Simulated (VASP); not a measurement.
# BeTe (F-43m) in VASP: settings compared

Aim: see how the results for BeTe move with the level of theory and the settings. Levels: B3LYP, rSCAN. Tasks: single point, relaxation of cell and atoms.

All numbers are computed with VASP 6.6.1; they aren't measurements. Logs are shortened: lines on timing, memory, paths and dates and some standing lists are left out, and cuts for length are marked.

## Step 1: The cell of the first run

The structure is cubic, space group F-43m (No. 216). Conventional cell: a = 5.540 Å, b = 5.540 Å, c = 5.540 Å, α = 90.00°, β = 90.00°, γ = 90.00°. Te (site symmetry -43m) has 4 Be at 2.40 Å within 3.2 Å. Be (site symmetry -43m) has 4 Te at 2.40 Å within 3.2 Å.

## Step 2: Single point, B3LYP

Contents of POSCAR:

```
BeTe
1.0
    0.0000000000      2.7700000000      2.7700000000
    2.7700000000      0.0000000000      2.7700000000
    2.7700000000      2.7700000000      0.0000000000
Te Be
1 1
Direct
    0.7500000000      0.7500000000      0.7500000000
    0.0000000000      0.0000000000      0.0000000000
```

Contents of INCAR.step1:

```
  ALGO = Normal
  EDIFF = 1E-5
  ENCUT = 520
  GGA = PE
  ISIF = 2
  ISMEAR = -1
  LASPH = T
  LCHARG = F
  LREAL = F
  LWAVE = T
  NBANDS = 11
  NELM = 60
  PREC = Accurate
  SIGMA = 0.05
```

Contents of INCAR.step2:

```
  AEXX = 0.2
  AGGAC = 0.81
  AGGAX = 0.72
  ALDAC = 0.19
  ALGO = Normal
  EDIFF = 1E-6
  ENCUT = 520
  GGA = B3
  ISIF = 2
  ISMEAR = -1
  ISTART = 1
  LASPH = T
  LCHARG = F
  LHFCALC = T
  LREAL = F
  LWAVE = F
  NBANDS = 11
  NELM = 60
  PREC = Accurate
  PRECFOCK = Normal
  SIGMA = 0.05
```

Contents of KPOINTS:

```
k-points
0
Gamma
  4 4 4
```

Potentials or basis: VASP PAW PBE potentials, release 64 (Te, Be).

Launch:

```console
$ cat potpaw_PBE.64/Te/POTCAR potpaw_PBE.64/Be/POTCAR > POTCAR
$ cp INCAR.step1 INCAR
$ mpirun -np 1 vasp_std > vasp.out
$ cp INCAR.step2 INCAR
$ mpirun -np 1 vasp_std > vasp.out
```

OUTCAR:

```text
AEXX = 0.2
   EDIFF = 1E-6
   ENCUT = 520
   GGA = B3
   ISIF = 2
   ISMEAR = -1
   ISTART = 1
   LASPH = T
   LHFCALC = T
   LREAL = F
   NELM = 60
   PREC = Accurate
   PRECFOCK = Normal

 ion  position               nearest neighbor table
   1  0.750  0.750  0.750-   2 2.40   2 2.40   2 2.40   2 2.40
   2  0.000  0.000  0.000-   1 2.40   1 2.40   1 2.40   1 2.40

  LATTYP: Found a face centered cubic cell.
 ALAT       =     5.5400000000

  Lattice vectors:

 A1 = (   0.0000000000,   2.7700000000,   2.7700000000)
 A2 = (   2.7700000000,   0.0000000000,   2.7700000000)
 A3 = (   2.7700000000,   2.7700000000,   0.0000000000)

Analysis of symmetry for initial positions (statically):
=====================================================================
 Subroutine PRICEL returns:
 Original cell was already a primitive cell.

 Routine SETGRP: Setting up the symmetry group for a
 face centered cubic supercell.

 Subroutine GETGRP returns: Found 24 space group operations
 (whereof 24 operations were pure point group operations)
 out of a pool of 48 trial point group operations.

The static configuration has the point symmetry T_d .

Analysis of symmetry for dynamics (positions and initial velocities):
=====================================================================
 Subroutine PRICEL returns:
 Original cell was already a primitive cell.

 Routine SETGRP: Setting up the symmetry group for a
 face centered cubic supercell.

 Subroutine GETGRP returns: Found 24 space group operations
 (whereof 24 operations were pure point group operations)
 out of a pool of 48 trial point group operations.

The dynamic configuration has the point symmetry T_d .

 Subroutine INISYM returns: Found 24 space group operations
 (whereof 24 operations are pure point group operations),
 and found     1 'primitive' translations

----------------------------------------------------------------------------------------

                                     Primitive cell

  volume of cell :      42.5079

  direct lattice vectors                    reciprocal lattice vectors
     0.000000000  2.770000000  2.770000000    -0.180505415  0.180505415  0.180505415
     2.770000000  0.000000000  2.770000000     0.180505415 -0.180505415  0.180505415
     2.770000000  2.770000000  0.000000000     0.180505415  0.180505415 -0.180505415

  length of vectors
     3.917371568  3.917371568  3.917371568     0.312644550  0.312644550  0.312644550

  position of ions in fractional coordinates (direct lattice)
     0.750000000  0.750000000  0.750000000
     0.000000000  0.000000000  0.000000000

  ion indices of the primitive-cell ions
   primitive index   ion index
                 1           1
                 2           2

----------------------------------------------------------------------------------------

 KPOINTS: k-points

Automatic generation of k-mesh.
 Grid dimensions read from file:
 generate k-points for:    4    4    4

 Generating k-lattice:

  Cartesian coordinates                     Fractional coordinates (reciprocal lattice)
    -0.045126354  0.045126354  0.045126354     0.250000000  0.000000000  0.000000000
     0.045126354 -0.045126354  0.045126354     0.000000000  0.250000000  0.000000000
     0.045126354  0.045126354 -0.045126354     0.000000000  0.000000000  0.250000000

  Length of vectors
     0.078161138  0.078161138  0.078161138

  Shift w.r.t. Gamma in fractional coordinates (k-lattice)
     0.000000000  0.000000000  0.000000000

 Subroutine IBZKPT returns following result:
 ===========================================

 Found      8 irreducible k-points:

 Following reciprocal coordinates:
            Coordinates               Weight
  0.000000  0.000000  0.000000      1.000000
  0.250000  0.000000  0.000000      8.000000
  0.500000  0.000000  0.000000      4.000000
  0.250000  0.250000  0.000000      6.000000
  0.500000  0.250000  0.000000     24.000000
 -0.250000  0.250000  0.000000     12.000000
  0.500000  0.500000  0.000000      3.000000
 -0.250000  0.500000  0.250000      6.000000
   k-points           NKPTS =      8   k-points in BZ     NKDIM =     64   number of bands    NBANDS=     11
   number of dos      NEDOS =    301   number of ions     NIONS =      2
   total plane-waves  NPLWV =  27000
   dimension x,y,z NGX =    30 NGY =   30 NGZ =   30
   dimension x,y,z NGXF=    60 NGYF=   60 NGZF=   60
   ions per type =               1   1
   NGX,Y,Z   is equivalent  to a cutoff of  12.73, 12.73, 12.73 a.u.
   NGXF,Y,Z  is equivalent  to a cutoff of  25.46, 25.46, 25.46 a.u.
 SYSTEM =  unknown system
   PREC   = accura    normal or accurate (medium, high low for compatibility)
   ISTART =      1    job   : 0-new  1-cont  2-samecut
   ICHARG =      0    charge: 1-file 2-atom 10-const
   ISPIN  =      1    spin polarized calculation?
   LNONCOLLINEAR =      F non collinear calculations
   LSORBIT =      F    spin-orbit coupling
   LASPH  =      T    aspherical Exc in radial PAW
   ENCUT  =  520.0 eV  38.22 Ry    6.18 a.u.   7.28  7.28  7.28*2*pi/ulx,y,z
   NELM   =     60;   NELMIN=  2; NELMDL=  0     # of ELM steps
   EDIFF  = 0.1E-05   stopping-criterion for ELM
   LREAL  =      F    real-space projection
   EDIFFG = 0.1E-04   stopping-criterion for IOM
   NSW    =      0    number of steps for IOM
   IBRION =     -1    ionic relax: 0-MD 1-quasi-New 2-CG
   NFREE  =      0    steps in history (QN), initial steepest desc. (CG)
   ISIF   =      2    stress and relaxation
   ISYM   =      3    0-nonsym 1-usesym 2-fastsym
   POTIM  = 0.5000    time-step for ionic-motion
   TEBEG  =    0.0;   TEEND  =   0.0 temperature during run
   PSTRESS=    0.0 pullay stress
   NELECT =       8.0000    total number of electrons
   NUPDOWN=      -1.0000    fix difference up-down
   EMIN   =  10.00;   EMAX   =-10.00  energy-range for DOS
   EFERMI =   0.00;   METHOD = LEGACY
   ISMEAR =    -1;   SIGMA  =   0.05  broadening in eV -4-tet -1-fermi 0-gaus
   EFERMI_NEDOS =   21; number of points for ismear=-14 and -15
   IALGO  =     38    algorithm
   IMIX   =      1    mixing-type and parameters
     AMIX     =   0.40;   BMIX     =  1.00
     AMIX_MAG =   1.60;   BMIX_MAG =  1.00
  volume/ion in A,a.u.               =      21.25       143.43
  Fermi-wavevector in a.u.,A,eV,Ry     =   0.938170  1.772885 11.975354  0.880164
  Thomas-Fermi vector in A             =   2.065355
   LORBIT       =      0    0 simple, 1 ext, 2 COOP (PROOUT), +10 PAW based schemes
   GGA     = B3    functional components
   LHFCALC =     T    Hartree Fock is set to
   PRECFOCK=normal    Normal, Fast or Accurate (Low or Medium for compatibility)
   ENCUT4O =  -1.0   cutoff for four orbital integrals eV
   NKREDX  =     1    reduce k-point grid by
   NKREDY  =     1    reduce k-point grid by
   NKREDZ  =     1    reduce k-point grid by
   AEXX    =    0.2000 exact exchange contribution
   HFSCREEN=    0.0000 screening length (either q_TF or 0.3 A-1)
   HFSCREENC=   0.0000 screening length for correlation (either q_TF or 0.3 A-1)
   ENCUTFOCK=  -1.0 apply spherical cutoff to Coloumb kernel
   IVDW    =     0    specifies the selected vdW correction
   LEPSILON=     F    determine dielectric tensor
   LRPA    =     F    only Hartree local field effects (RPA)
 non-spin polarized calculation
  energy-cutoff  :      520.00
  volume of cell :       42.51
 maximum number of plane-waves:      1162
 NGX is ok and might be reduce to    30
  NGX = 24; NGY = 24; NGZ = 24

 number of electron       8.0000000 magnetization

 Free energy of the ion-electron system (eV)
  ---------------------------------------------------
  ext. energy  EPLUGINS =         0.00000000
  ---------------------------------------------------
  free energy    TOTEN  =        -8.03829133 eV

  energy without entropy =       -8.03829133  energy(sigma->0) =       -8.03829133

 E-fermi :   6.2368     XC(G=0):  -7.2897

 val. band max:        5.1913883065   @ k =   0.0000   0.0000   0.0000
 cond. band min:       8.4275998024   @ k =   0.5000   0.5000   0.0000
 fundamental gap:      3.2362114959
 Fermi energy:         6.2368147870

 k-point     1 :       0.0000    0.0000    0.0000
  band No.  band energies     occupation
      1      -8.3621      2.00000
      2       5.1914      2.00000
      3       5.1914      2.00000
      4       5.1914      2.00000
      5      10.1614      0.00000
      6      10.1614      0.00000
      7      10.1614      0.00000
      8      10.8068      0.00000
      9      15.2661      0.00000
     10      17.1770      0.00000
     11      17.1770      0.00000

 k-point     2 :       0.2500    0.0000    0.0000
  band No.  band energies     occupation
      1      -7.7183      2.00000
      2       1.5195      2.00000
      3       4.4358      2.00000
      4       4.4358      2.00000
      5      10.0089      0.00000
      6      11.1295      0.00000
      7      11.1295      0.00000
      8      14.0635      0.00000
      9      15.8938      0.00000
     10      15.8938      0.00000
     11      16.0277      0.00000

 k-point     3 :       0.5000    0.0000    0.0000
  band No.  band energies     occupation
      1      -6.7770      2.00000
      2      -1.0592      2.00000
      3       3.9067      2.00000
      4       3.9067      2.00000
      5       9.7798      0.00000
      6      11.2218      0.00000
      7      11.2218      0.00000
      8      14.6976      0.00000
      9      18.0465      0.00000
     10      18.6515      0.00000
     11      18.6515      0.00000

 k-point     4 :       0.2500    0.2500    0.0000
  band No.  band energies     occupation
      1      -7.4984      2.00000
      2       2.0294      2.00000
      3       3.3027      2.00000
      4       3.3027      2.00000
      5       9.0847      0.00000
      6      11.0840      0.00000
      7      13.3059      0.00000
      8      13.3059      0.00000
      9      15.7863      0.00000
     10      17.8870      0.00000
     11      18.2258      0.00000

 k-point     5 :       0.5000    0.2500    0.0000
  band No.  band energies     occupation
      1      -6.5295      2.00000
      2      -0.2557      2.00000
      3       1.8547      2.00000
      4       2.9101      2.00000
      5       9.4937      0.00000
      6      12.2889      0.00000
      7      13.4346      0.00000
      8      13.7239      0.00000
      9      17.4880      0.00000
     10      18.9000      0.00000
     11      19.6824      0.00000

 k-point     6 :      -0.2500    0.2500    0.0000
  band No.  band energies     occupation
      1      -6.8712      2.00000
      2       0.3280      2.00000
      3       1.6433      2.00000
      4       3.8327      2.00000
      5      10.3809      0.00000
      6      12.3097      0.00000
      7      12.9834      0.00000
      8      13.5914      0.00000
      9      15.1951      0.00000
     10      16.9800      0.00000
     11      19.6423      0.00000

 k-point     7 :       0.5000    0.5000    0.0000
  band No.  band energies     occupation
      1      -6.1887      2.00000
      2      -0.5782      2.00000
      3       2.1960      2.00000
      4       2.1960      2.00000
      5       8.4276      0.00000
      6       9.1508      0.00000
      7      16.9710      0.00000
      8      16.9710      0.00000
      9      18.7355      0.00000
     10      20.5991      0.00000
     11      20.6229      0.00000

 k-point     8 :      -0.2500    0.5000    0.2500
  band No.  band energies     occupation
      1      -6.1471      2.00000
      2       0.0331      2.00000
      3       1.0318      2.00000
      4       1.6055      2.00000
      5      11.9770      0.00000
      6      12.1918      0.00000
      7      12.4102      0.00000
      8      13.1089      0.00000
      9      18.0170      0.00000
     10      19.1479      0.00000
     11      19.9769      0.00000

------------------------ aborting loop because EDIFF is reached ----------------------------------------

  FORCE on cell =-STRESS in cart. coord.  units (eV):
  Direction    XX          YY          ZZ          XY          YZ          ZX
  --------------------------------------------------------------------------------------
  -------------------------------------------------------------------------------------
  Total        1.6552809      1.6552809      1.6552809     -0.0000000      0.0000000      0.0000000
  in kB       62.3897122     62.3897122     62.3897122     -0.0000000      0.0000000      0.0000000
  external PRESSURE =      62.3897122 kB  Pullay stress =       0.0000000 kB

 VOLUME and BASIS-vectors are now :
 -----------------------------------------------------------------------------
  energy-cutoff  :      520.00
  volume of cell :       42.51
      direct lattice vectors                 reciprocal lattice vectors
     0.000000000  2.770000000  2.770000000    -0.180505415  0.180505415  0.180505415
     2.770000000  0.000000000  2.770000000     0.180505415 -0.180505415  0.180505415
     2.770000000  2.770000000  0.000000000     0.180505415  0.180505415 -0.180505415

 POSITION                                       TOTAL-FORCE (eV/Angst)
 -----------------------------------------------------------------------------------
      4.15500      4.15500      4.15500         0.000000      0.000000      0.000000
      0.00000      0.00000      0.00000        -0.000000     -0.000000     -0.000000
 -----------------------------------------------------------------------------------
    total drift:                                0.000002     -0.000001     -0.000000

  FREE ENERGIE OF THE ION-ELECTRON SYSTEM (eV)
  ---------------------------------------------------
  free  energy   TOTEN  =        -8.0382913267 eV

  energy  without entropy=       -8.0382913266  energy(sigma->0) =       -8.03829133
```

Run time: 3.9 min. Hardware: 1 thread of AMD EPYC 7R13, shared host; peak memory 0.16 GiB.

Results:

| Item | Value |
| --- | --- |
| Free energy | -8.0383 eV |
| Pressure | 6.2 GPa |
| Band gap on the k mesh | 3.24 eV (least direct gap 4.97 eV) |

Caveat: the k points lie up to 0.49 Å⁻¹ apart; the PAW data sets were made with another functional, which shifts forces and pressure a little; spin-orbit coupling is left out, which moves the levels of the heavy elements. A k mesh can miss the band edges.

## Step 3: Single point, B3LYP

This run uses another cell than the first one, of 21.68 Å³/atom.

Contents of POSCAR:

```
BeTe
1.0
    0.0000000000      2.7883449055      2.7883449055
    2.7883449055      0.0000000000      2.7883449055
    2.7883449055      2.7883449055      0.0000000000
Te Be
1 1
Direct
    0.7500000000      0.7500000000      0.7500000000
    0.0000000000      0.0000000000      0.0000000000
```

Contents of INCAR.step1:

```
SYSTEM = BeTe
PREC = Accurate
ENCUT = 520
EDIFF = 1E-5
ISMEAR = -1
SIGMA = 0.05
LREAL = .False.
LASPH = .True.
NELM = 80
ALGO = Normal
ISIF = 2
LWAVE = .True.
LCHARG = .False.
NBANDS = 11
GGA = PE
```

Contents of INCAR.step2:

```
SYSTEM = BeTe
PREC = Accurate
ENCUT = 520
EDIFF = 1E-6
ISMEAR = -1
SIGMA = 0.05
LREAL = .False.
LASPH = .True.
NELM = 80
ALGO = Normal
ISIF = 2
LWAVE = .False.
LCHARG = .False.
GGA = B3
LHFCALC = .True.
AEXX = 0.2
AGGAX = 0.72
AGGAC = 0.81
ALDAC = 0.19
PRECFOCK = Normal
NBANDS = 11
ISTART = 1
```

Contents of KPOINTS:

```
Automatic mesh
0
Gamma
  4 4 4
  0 0 0
```

Potentials or basis: VASP PAW PBE potentials, release 64 (Te, Be).

Launch:

```console
$ cat potpaw_PBE.64/Te/POTCAR potpaw_PBE.64/Be/POTCAR > POTCAR
$ cp INCAR.step1 INCAR
$ mpirun -np 1 vasp_std > vasp.out
$ cp INCAR.step2 INCAR
$ mpirun -np 1 vasp_std > vasp.out
```

Run time: 4.3 min. Hardware: 1 thread of AMD EPYC 7R13, shared host; peak memory 0.15 GiB.

Results (log left out):

| Property | Result |
| --- | --- |
| Free energy | -8.0672 eV |
| Pressure | 4.7 GPa |
| Band gap on the k mesh | 3.28 eV (least direct gap 4.99 eV) |

Levels at points of the mesh, in eV from the valence-band top:
```
           k point  band 1  band 2  band 3  band 4  band 5  band 6  band 7  band 8
(0.00, 0.00, 0.00)  -13.41    0.00    0.00    0.00    4.99    4.99    4.99    5.46
(0.50, 0.00, 0.00)  -11.88   -6.11   -1.25   -1.25    4.53    6.04    6.04    9.51
(0.50, 0.50, 0.00)  -11.31   -5.65   -2.91   -2.91    3.28    3.99   11.64   11.64
```

Caveat: the k points lie up to 0.49 Å⁻¹ apart; the PAW data sets were made with another functional, which shifts forces and pressure a little; spin-orbit coupling is left out, which moves the levels of the heavy elements.

## Step 4: Single point, B3LYP

This run uses another cell than the first one, of 22.10 Å³/atom.

Contents of POSCAR:

```
BeTe
1.0
    0.0000000000      2.8064515486      2.8064515486
    2.8064515486      0.0000000000      2.8064515486
    2.8064515486      2.8064515486      0.0000000000
Te Be
1 1
Direct
    0.7500000000      0.7500000000      0.7500000000
    0.0000000000      0.0000000000      0.0000000000
```

Contents of INCAR.step1:

```
SYSTEM = BeTe
PREC = Accurate ; ENCUT = 520
EDIFF = 1E-5 ; ISMEAR = -1
SIGMA = 0.05 ; LREAL = .FALSE.
LASPH = .TRUE. ; NELM = 80
ALGO = Normal ; ISIF = 2
LWAVE = .TRUE. ; NBANDS = 11
GGA = PE
```

Contents of INCAR.step2:

```
SYSTEM = BeTe
PREC = Accurate ; ENCUT = 520
EDIFF = 1E-7 ; ISMEAR = -1
SIGMA = 0.05 ; LREAL = .FALSE.
LASPH = .TRUE. ; NELM = 80
ALGO = Normal ; ISIF = 2
LWAVE = .FALSE. ; LCHARG = .TRUE.
GGA = B3 ; LHFCALC = .TRUE.
AEXX = 0.2 ; AGGAX = 0.72
AGGAC = 0.81 ; ALDAC = 0.19
PRECFOCK = Normal ; LELF = .TRUE.
LVHAR = .TRUE. ; NBANDS = 11
ISTART = 1
```

Contents of KPOINTS:

```
regular mesh
0
G
  4 4 4
  0 0 0
```

Launch:

```console
$ cat potpaw_PBE.64/Te/POTCAR potpaw_PBE.64/Be/POTCAR > POTCAR
$ cp INCAR.step1 INCAR
$ mpirun -np 1 vasp_std > vasp.out
$ cp INCAR.step2 INCAR
$ mpirun -np 1 vasp_std > vasp.out
```

Wall time 7 min (1 thread of AMD EPYC 7R13, shared host); peak memory 0.15 GiB.

The run converged. Its results:

```yaml
Free_energy: -8.0885 eV
Pressure: 3.3 GPa
Band_gap_on_the_k_mesh: 3.33 eV (least direct gap 5.00 eV)
```

Levels at points of the mesh, in eV from the valence-band top:
```csv
k point,band 1,band 2,band 3,band 4,band 5,band 6,band 7,band 8,band 9
"(0.00, 0.00, 0.00)",-13.27,0.00,0.00,0.00,5.00,5.00,5.00,5.30,9.99
"(0.50, 0.00, 0.00)",-11.79,-5.98,-1.21,-1.21,4.47,6.04,6.04,9.51,12.65
"(0.50, 0.50, 0.00)",-11.25,-5.54,-2.84,-2.84,3.33,4.01,11.51,11.51,13.29
```

Caveat: the k points lie up to 0.48 Å⁻¹ apart; the PAW data sets were made with another functional, which shifts forces and pressure a little; spin-orbit coupling is left out, which moves the levels of the heavy elements. A k mesh can miss the band edges.

(Continued in part 2 of 2.)
